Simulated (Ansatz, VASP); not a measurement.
Given: the input of a run of Ansatz 0.2.0 on TiSi2.

Contents of input.yaml:

```yaml
crystal:
  lattice:
    - [-1.472872, 1.71213, 4.212083]
    - [1.472872, -1.71213, 4.212083]
    - [1.472872, 1.71213, -4.212083]
  atoms:
    - { symbol: Ti, position: [0.0, 0.0, 0.0] }
    - { symbol: Si, position: [0.670078, 0.670078, 0.0] }
    - { symbol: Si, position: [0.329922, 0.329922, 0.0] }
kpoints:
  mp_grid: { grid: [12, 12, 12] }
scf:
  occupations: { method: fermi_dirac, width: 0.05 }
hamiltonian:
  xc: pbe
  pseudopotentials: { kind: all_electron, lapw: { basis_error: 0.001 } }
output:
  forces: true
  stress: true
  eigenvalues: true
  populations: true
```

Potentials or basis: all-electron LAPW, scalar-relativistic.

Command:

```sh
$ ansatz run input.yaml --threads 2 --pin off --max-ram 6144MiB --backend cpu --events-out ev --progress --plain --runs-dir out
```

**Question.** Set up the same calculation for VASP 6.6.1. Potentials there: VASP PAW PBE potentials, release 64 (Ti_sv, Si).

**Answer.** As run (the cutoff follows the program's own potentials):

The input INCAR:

```
PREC = Accurate ; ENCUT = 520
EDIFF = 1E-7 ; ISMEAR = -1
SIGMA = 0.05 ; LREAL = False
LASPH = True ; NELM = 60
ALGO = Normal ; ISIF = 2
LWAVE = False ; LCHARG = True
GGA = PE ; LELF = True
LVHAR = True ; NBANDS = 17
```

KPOINTS

```
regular mesh
0
Gamma
  12 12 12
```

File POSCAR:

```
TiSi2
1.0
   -1.4728720000      1.7121300000      4.2120830000
    1.4728720000     -1.7121300000      4.2120830000
    1.4728720000      1.7121300000     -4.2120830000
Ti Si
1 2
Direct
    0.0000000000      0.0000000000      0.0000000000
    0.6700780000      0.6700780000      0.0000000000
    0.3299220000      0.3299220000      0.0000000000
```

Potentials or basis: VASP PAW PBE potentials, release 64 (Ti_sv, Si).

Command:

```console
$ cat potpaw_PBE.64/Ti_sv/POTCAR potpaw_PBE.64/Si/POTCAR > POTCAR
$ mpirun -np 1 vasp_std > vasp.out
```

Both were run:

|  | VASP | Ansatz | Ansatz less VASP |
| --- | --- | --- | --- |
| gap on the k mesh at the Fermi level (eV) | none | none | - |
| pressure (GPa) | 0.2 | 0.3 | +0.04 |
| traceless stress, the component that is largest in VASP (GPa) | 0.60 | 0.60 | 0.000 |
| rms of the force components (eV/Å) | 0.006 | 0.007 | +0.0009 |

Atom by atom the forces differ by 0.001 eV/Å (rms over components). A gap of «none» marks a metal or a gap that the smearing closes. Ansatz ran all-electron here, and VASP with PAW potentials.
